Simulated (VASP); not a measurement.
# MgS (P1) in VASP: relaxation of cell and atoms with PBE

Aim: the relaxation of cell and atoms of MgS with PBE.

Everything below comes from runs of VASP 6.6.1. Logs are shortened: lines on timing, memory, paths and dates and some standing lists are left out, and cuts for length are marked.

## (1) The cell of the first run

The typed cell holds 4 atoms: a = 3.751 Å, b = 3.673 Å, c = 6.408 Å, α = 74.77°, β = 75.38°, γ = 58.01°.

## (2) Relaxation of cell and atoms, PBE

File INCAR:

```
PREC = Accurate
ENCUT = 600
EDIFF = 1E-7
ISMEAR = 0
SIGMA = 0.1
LREAL = F
LASPH = T
NELM = 100
ALGO = Normal
ISIF = 3
LWAVE = F
LCHARG = F
GGA = PE
IBRION = 2
NSW = 80
EDIFFG = -0.025
```

File KPOINTS:

```
regular mesh
0
Gamma
  6 6 6
```

File POSCAR:

```
MgS
1.0
   -0.0835742286     -2.6841247693     -2.6185096245
   -2.5963382937     -0.1055798615     -2.5965039915
    2.6725662532      2.6943358299     -5.1636560810
Mg S
2 2
Direct
    0.2241937980      0.2739758754      0.2406535081
    0.7700858367      0.7165882883      0.7579103990
    0.4755987907      0.4890921500      0.5056450925
    1.0301215746      1.0203436862      0.9957910004
```

Potentials or basis: VASP PAW PBE potentials, release 64 (Mg, S).

The run is started by

```console
$ cat potpaw_PBE.64/Mg/POTCAR potpaw_PBE.64/S/POTCAR > POTCAR
$ mpirun -np 1 vasp_std > vasp.out
```

OUTCAR:

```text
PREC = Accurate
   ENCUT = 600
   EDIFF = 1E-7
   ISMEAR = 0
   LREAL = F
   LASPH = T
   NELM = 100
   ISIF = 3
   GGA = PE
   IBRION = 2
   NSW = 80
   EDIFFG = -0.025

 ion  position               nearest neighbor table
   1  0.224  0.274  0.241-   4 2.43   3 2.59   4 2.59   3 2.71   3 2.73   4 2.80   2 3.49
   2  0.770  0.717  0.758-   4 2.42   3 2.55   4 2.60   3 2.66   3 2.67   4 2.71   1 3.49
   3  0.476  0.489  0.506-   2 2.55   1 2.59   2 2.66   2 2.67   1 2.71   1 2.73
   4  0.030  0.020  0.996-   2 2.42   1 2.43   1 2.59   2 2.60   2 2.71   1 2.80

  LATTYP: Found a triclinic cell.
 ALAT       =     3.6004668220
 B/A-ratio  =     2.0370449848
 C/A-ratio  =     1.0202598050
 COS(alpha) =     0.0003899317
 COS(beta)  =     0.4683658757
 COS(gamma) =     0.4864269925

  Lattice vectors:

 A1 = (   2.5127640651,  -2.5785449078,  -0.0220056330)
 A2 = (   5.1853303183,   0.1157909221,  -5.1856617140)
 A3 = (   2.5963382937,   0.1055798615,   2.5965039915)

Analysis of symmetry for initial positions (statically):
=====================================================================
 Subroutine PRICEL returns:
 Original cell was already a primitive cell.

 Routine SETGRP: Setting up the symmetry group for a
 triclinic supercell.

 Subroutine GETGRP returns: Found  1 space group operations
 (whereof  1 operations were pure point group operations)
 out of a pool of  2 trial point group operations.

The static configuration has the point symmetry C_1 .

Analysis of symmetry for dynamics (positions and initial velocities):
=====================================================================
 Subroutine PRICEL returns:
 Original cell was already a primitive cell.

 Routine SETGRP: Setting up the symmetry group for a
 triclinic supercell.

 Subroutine GETGRP returns: Found  1 space group operations
 (whereof  1 operations were pure point group operations)
 out of a pool of  2 trial point group operations.

The dynamic configuration has the point symmetry C_1 .

 Subroutine INISYM returns: Found  1 space group operations
 (whereof  1 operations are pure point group operations),
 and found     1 'primitive' translations

----------------------------------------------------------------------------------------

                                     Primitive cell

  volume of cell :      71.5594

  direct lattice vectors                    reciprocal lattice vectors
    -0.083574229 -2.684124769 -2.618509625     0.105381357 -0.284322017 -0.093813440
[... 120 lines left out ...]
   LRPA    =     F    only Hartree local field effects (RPA)
 conjugate gradient relaxation of ions
 non-spin polarized calculation
 Gauss-broadening in eV      SIGMA  =   0.10
  energy-cutoff  :      600.00
  volume of cell :       71.56
 maximum number of plane-waves:      2402
 NGX is ok and might be reduce to    30
   NGX = 15   NGY = 15   NGZ = 25

--------------------------------------- Ionic step        1  -------------------------------------------

 number of electron      16.0000001 magnetization

 Free energy of the ion-electron system (eV)
  ---------------------------------------------------
  ext. energy  EPLUGINS =         0.00000000
  ---------------------------------------------------
  free energy    TOTEN  =       -16.80559123 eV

  energy without entropy =      -16.80559123  energy(sigma->0) =      -16.80559123

------------------------ aborting loop because EDIFF is reached ----------------------------------------

  FORCE on cell =-STRESS in cart. coord.  units (eV):
  Direction    XX          YY          ZZ          XY          YZ          ZX
  --------------------------------------------------------------------------------------
  -------------------------------------------------------------------------------------
  Total        0.9865348     -0.3422742      0.6216928     -1.3658445     -0.4010520     -0.0664471
  in kB       22.0879800     -7.6633349     13.9193646    -30.5805179     -8.9793367     -1.4877137
  external PRESSURE =       9.4480032 kB  Pullay stress =       0.0000000 kB
[... 95 lines left out ...]
  FREE ENERGIE OF THE ION-ELECTRON SYSTEM (eV)
  ---------------------------------------------------
  free  energy   TOTEN  =       -16.9499865987 eV

  energy  without entropy=      -16.9499865987  energy(sigma->0) =      -16.94998660

[... ionic steps 4 to 9 ...]

--------------------------------------- Ionic step       10  -------------------------------------------

 number of electron      15.9999998 magnetization

------------------------ aborting loop because EDIFF is reached ----------------------------------------
[... 71 lines left out ...]
--------------------------------------- Ionic step       12  -------------------------------------------

 number of electron      15.9999998 magnetization

 Free energy of the ion-electron system (eV)
  ---------------------------------------------------
  ext. energy  EPLUGINS =         0.00000000
  ---------------------------------------------------
  free energy    TOTEN  =       -17.00430433 eV

  energy without entropy =      -17.00430433  energy(sigma->0) =      -17.00430433

 E-fermi :   4.0704     XC(G=0):  -9.6409

 val. band max:        3.6266725395   @ k =   0.0000   0.0000   0.0000
 cond. band min:       6.3734131941   @ k =   0.5000   0.5000  -0.0000
 fundamental gap:      2.7467406546
 Fermi energy:         4.0704429704

 k-point     1 :       0.0000    0.0000    0.0000
  band No.  band energies     occupation
      1      -8.9774      2.00000
      2      -7.7001      2.00000
      3      -1.1431      2.00000
      4       3.0470      2.00000
      5       3.0473      2.00000
      6       3.6225      2.00000
      7       3.6253      2.00000
      8       3.6267      2.00000
      9       7.2452      0.00000
     10       8.1541      0.00000
     11      10.5139      0.00000
     12      10.5167      0.00000
[... 331 lines left out ...]
 k-point    24 :       0.5000    0.0000    0.1667
  band No.  band energies     occupation
      1      -7.6248      2.00000
      2      -7.4448      2.00000
      3      -0.7385      2.00000
      4      -0.2322      2.00000
      5       1.3410      2.00000
      6       2.0666      2.00000
      7       2.1913      2.00000
      8       2.7222      2.00000
      9       7.2927      0.00000
     10       8.7058      0.00000
     11       9.2733      0.00000
     12      10.0660      0.00000

 [... further k-points ...]
[... 5 lines left out ...]
  --------------------------------------------------------------------------------------
  -------------------------------------------------------------------------------------
  Total       -0.0017723      0.0133373      0.0191349     -0.0037340     -0.0018975      0.0009753
  in kB       -0.0398548      0.2999253      0.4302997     -0.0839695     -0.0426700      0.0219320
  external PRESSURE =       0.2301234 kB  Pullay stress =       0.0000000 kB
[... 19 lines left out ...]
  FREE ENERGIE OF THE ION-ELECTRON SYSTEM (eV)
  ---------------------------------------------------
  free  energy   TOTEN  =       -17.0043043324 eV

  energy  without entropy=      -17.0043043324  energy(sigma->0) =      -17.00430433

 reached required accuracy - stopping structural energy minimisation
```

Wall time 6.5 min (1 thread of Intel Xeon 6975P-C (Granite Rapids), shared host); peak memory 0.31 GiB.

What came out:

```yaml
Free_energy: -17.0043 eV
Relaxed_volume: 17.81 Å³/atom
Relaxed_cell: a = 3.694 Å, b = 3.694 Å, c = 6.395 Å, α = 73.24°, β = 73.23°, γ = 60.00°
Space_group_after_relaxing_to_0.05_Å: Fm-3m (No. 225)
Energy_gained_by_relaxing: 49.7 meV/atom
Ionic_steps: 12
Pressure_after_relaxing: 0.0 GPa
Largest_force_after_relaxing: 0.014 eV/Å
Band_gap_on_the_k_mesh: 2.75 eV, indirect (least direct gap 3.32 eV)
```

Forces on the atoms (eV/Å):
```
Mg   0.004 -0.012  0.006
Mg   0.001 -0.001 -0.003
S   -0.003  0.001  0.001
S   -0.002  0.011 -0.004
```

The path:
```
step  energy change (eV)  largest force (eV/Å)  pressure (GPa)  volume (Å³)
   1              0.0000                0.8904            0.94        71.56
   2             -0.1188                0.4165           -0.73        72.63
   3             -0.1444                0.2799           -1.69        73.44
   4             -0.1683                0.2482            0.22        71.34
   5             -0.1694                0.2516            0.77        70.80
   6             -0.1850                0.1804            0.53        70.89
   7             -0.1948                0.1177            0.28        71.03
   8             -0.1979                0.0462           -0.30        71.56
   9             -0.1979                0.0416           -0.35        71.61
  10             -0.1985                0.0280            0.15        71.13
  11             -0.1986                0.0273            0.03        71.24
  12             -0.1987                0.0137            0.02        71.25
```

Final structure:
```cif
data_structure
_symmetry_space_group_name_H-M 'P 1'
_symmetry_Int_Tables_number 1
_cell_length_a 3.6935
_cell_length_b 3.6938
_cell_length_c 6.3951
_cell_angle_alpha 73.244
_cell_angle_beta 73.226
_cell_angle_gamma 60.002
_cell_volume 71.25
loop_
_atom_site_label
_atom_site_type_symbol
_atom_site_fract_x
_atom_site_fract_y
_atom_site_fract_z
_atom_site_occupancy
Mg1 Mg 0.24932 0.25076 0.25017 1
Mg2 Mg 0.74993 0.74979 0.75003 1
S1 S 0.50007 0.49992 0.49998 1
S2 S 0.00068 0.99953 0.99982 1
```

Levels at points of the mesh, in eV from the valence-band top:
```tsv
k point	band 5	band 6	band 7	band 8	band 9	band 10	band 11	band 12
(0.00, 0.00, 0.00)	-0.58	0.00	0.00	0.00	3.62	4.53	6.89	6.89
(0.50, 0.00, 0.00)	-2.17	-2.17	-1.19	-1.18	4.38	4.39	6.72	6.73
(0.00, 0.50, 0.00)	-2.17	-2.17	-1.19	-1.18	4.38	4.39	6.72	6.73
(0.50, 0.50, 0.00)	-1.66	-1.66	-0.58	-0.58	2.75	4.43	4.53	6.89
(0.00, 0.00, 0.50)	-0.32	-0.32	-0.31	-0.31	4.91	4.91	7.80	7.80
(0.50, 0.00, 0.50)	-1.66	-1.66	-0.58	-0.58	2.75	4.43	4.53	6.89
(0.00, 0.50, 0.50)	-1.66	-1.66	-0.58	-0.58	2.75	4.43	4.53	6.89
(0.50, 0.50, 0.50)	-2.17	-2.17	-1.19	-1.18	4.38	4.39	6.72	6.73
```

A k mesh can miss the band edges.
